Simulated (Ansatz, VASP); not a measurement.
**CdS: VASP beside Ansatz**

```
Cd S
1.0
     4.24689    0.00000    0.00000
    -2.12345    3.59710   -0.01620
     0.00000   -0.02548    5.87876
Cd S
1 1
Direct
  0.99613 0.99226 0.44427
  0.67054 0.34108 0.43273
```

Alike in both runs: task single point; functional PBE; k mesh 9 × 9 × 6; occupations gaussian, width 0.02 eV; no spin polarisation.

```csv
,VASP,Ansatz
version,VASP 6.6.1,Ansatz 0.2.0
potentials or method,"VASP PAW PBE potentials, release 64 (Cd, S), cutoff 520 eV","scalar-relativistic, plane waves, PAW"
valence electrons in the cell,18,26
```

Ansatz gave:

| Property | Result |
| --- | --- |
| gap on the k mesh at the Fermi level (eV) | 1.51 |
| least direct gap on the mesh (eV) | 1.51 |
| pressure (GPa) | 1.2 |
| traceless stress, the component that is largest in VASP (GPa) | 2.61 |
| rms of the force components (eV/Å) | 0.478 |

Task: Which values does VASP return?

Result: gap on the k mesh at the Fermi level (eV): 1.51; least direct gap on the mesh (eV): 1.52; pressure (GPa): 1.4; traceless stress, the component that is largest in VASP (GPa): 2.78; rms of the force components (eV/Å): 0.493.

Atom by atom the forces differ by 0.015 eV/Å (rms over components). With one functional, cell and mesh, what is left measures potentials, basis and numerics. VASP's potentials hold 18 valence electrons a cell and Ansatz's 26, so a difference there can come from the potentials and not from the codes.
